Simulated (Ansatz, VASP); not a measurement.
**One calculation of FeNi3, two programs**

Contents of INCAR:

```
PREC = Accurate
ENCUT = 520
EDIFF = 1E-6
ISMEAR = 0
SIGMA = 0.02
LREAL = False
LASPH = True
NELM = 150
ALGO = Normal
ISIF = 2
LWAVE = False
LCHARG = False
ISPIN = 2
MAGMOM = 3.5 1.5 1.5 1.5
LORBIT = 11
LMAXMIX = 4
GGA = PS
NBANDS = 31
```

Contents of KPOINTS:

```
Automatic mesh
0
Gamma
  4 4 4
```

File POSCAR:

```
FeNi3
1.0
    0.0000000000      2.7903700000      2.7903700000
    2.7903700000      0.0000000000      2.7903700000
    2.7903700000      2.7903700000      0.0000000000
Fe Ni
1 3
Direct
    0.0000000000      0.0000000000      0.0000000000
    0.7500000000      0.7500000000      0.7500000000
    0.2500000000      0.2500000000      0.2500000000
    0.5000000000      0.5000000000      0.5000000000
```

Input for Ansatz:

```yaml
crystal:
  lattice:
    - [0.0, 2.79037, 2.79037]
    - [2.79037, 0.0, 2.79037]
    - [2.79037, 2.79037, 0.0]
  atoms:
    - { symbol: Fe, position: [0.0, 0.0, 0.0], spin: 3.5 }
    - { symbol: Ni, position: [0.75, 0.75, 0.75], spin: 1.5 }
    - { symbol: Ni, position: [0.25, 0.25, 0.25], spin: 1.5 }
    - { symbol: Ni, position: [0.5, 0.5, 0.5], spin: 1.5 }
kpoints:
  mp_grid:
    grid: [4, 4, 4]
hamiltonian:
  xc: pbesol
  pseudopotentials:
    kind: all_electron
    lapw: {}
magnetization:
  spin_polarized: true
scf:
  occupations:
    method: gaussian
    width: 0.02
output:
  stress: true
  eigenvalues: true
```

Alike in both runs: task single point; functional PBEsol; k mesh 4 × 4 × 4; occupations gaussian, width 0.02 eV; collinear spin.

|  | VASP | Ansatz |
| --- | --- | --- |
| version | VASP 6.6.1 | Ansatz 0.2.0 |
| potentials or method | VASP PAW PBE potentials, release 64 (Fe, Ni), cutoff 520 eV | all-electron (LAPW or listed datasets) |

Ansatz gave:

- gap on the k mesh at the Fermi level (eV): none
- pressure (GPa): -3.0
- net moment per atom (μB): 1.13
- size of the moment on the site where the two differ most (μB): 0.74

Question: What did VASP give for the same quantities?

Answer: gap on the k mesh at the Fermi level (eV): none; pressure (GPa): -3.1; net moment per atom (μB): 1.12; size of the moment on the site where the two differ most (μB): 0.70.

VASP's potentials were made for PBE, not for PBEsol. Site moments also hang on the region over which each program counts them. A gap of «none» marks a metal or a gap that the smearing closes. Ansatz ran all-electron here, and VASP with PAW potentials.

The k mesh is coarse, so the values compare programs but aren't converged.
